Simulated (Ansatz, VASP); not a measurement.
## Bi2B3Br: VASP beside Ansatz

INCAR

```
PREC     = Accurate       # precision mode
ENCUT    = 520            # plane-wave cutoff, eV
EDIFF    = 1E-7           # SCF threshold, eV
ISMEAR   = 0              # smearing method
SIGMA    = 0.1            # smearing width, eV
LREAL    = False          # projectors in reciprocal space
LASPH    = True           # aspherical terms in the spheres
NELM     = 60             # most SCF steps
ALGO     = Normal         # electronic algorithm
ISIF     = 2              # what is computed and relaxed
LWAVE    = False          # write WAVECAR
LCHARG   = True           # write CHGCAR
GGA      = PE             # functional
LELF     = True           # ELF
LVHAR    = True         
NBANDS   = 32             # bands
```

The input KPOINTS:

```
Automatic mesh
0
Gamma
  3 3 3
```

File POSCAR:

```
Bi2B3Br
1.0
    3.3036817200      1.9073815300      3.5418033300
   -3.3036817200      1.9073815300      3.5418033300
    0.0000000000     -3.8147630600      3.5418033300
B Bi Br
3 2 1
Direct
    0.1445593600      0.7879056100      0.1445593600
    0.1445593600      0.1445593600      0.7879056100
    0.7879056100      0.1445593600      0.1445593600
    0.3506147400      0.3506147400      0.3506147400
    0.7794442800      0.7794442800      0.7794442800
    0.0824475200      0.0824475200      0.0824475200
```

Input for Ansatz:

```yaml
crystal:
  lattice:
    - [3.30368172, 1.90738153, 3.54180333]
    - [-3.30368172, 1.90738153, 3.54180333]
    - [0.0, -3.81476306, 3.54180333]
  atoms:
    - { symbol: B, position: [0.14455936, 0.78790561, 0.14455936] }
    - { symbol: B, position: [0.14455936, 0.14455936, 0.78790561] }
    - { symbol: B, position: [0.78790561, 0.14455936, 0.14455936] }
    - { symbol: Bi, position: [0.35061474, 0.35061474, 0.35061474] }
    - { symbol: Bi, position: [0.77944428, 0.77944428, 0.77944428] }
    - { symbol: Br, position: [0.08244752, 0.08244752, 0.08244752] }
basis:
  ecutwfc: 420
kpoints:
  mp_grid: { grid: [3, 3, 3] }
hamiltonian:
  xc: pbe
scf:
  occupations: { method: gaussian, width: 0.1 }
  lower_state_search: "off"
output:
  forces: true
  stress: true
  eigenvalues: true
```

Alike in both runs: task single point; functional PBE; k mesh 3 × 3 × 3; occupations gaussian, width 0.1 eV; no spin polarisation.

```csv
,VASP,Ansatz
version,VASP 6.6.1,Ansatz 0.2.0
potentials or method,"VASP PAW PBE potentials, release 64 (B, Bi_d, Br), cutoff 520 eV","scalar-relativistic, plane waves, PAW"
valence electrons in the cell,46,46
```

```tsv
	VASP	Ansatz	Ansatz less VASP
gap on the k mesh at the Fermi level (eV)	none	none	-
rms of the force components (eV/Å)	11.230	11.131	-0.0993
```

Atom by atom the forces differ by 0.100 eV/Å (rms over components). A gap of «none» marks a metal or a gap that the smearing closes. With one functional, cell and mesh, what is left measures potentials, basis and numerics.

The k mesh is coarse, so the values compare programs but aren't converged. Neither program's run includes spin-orbit coupling.
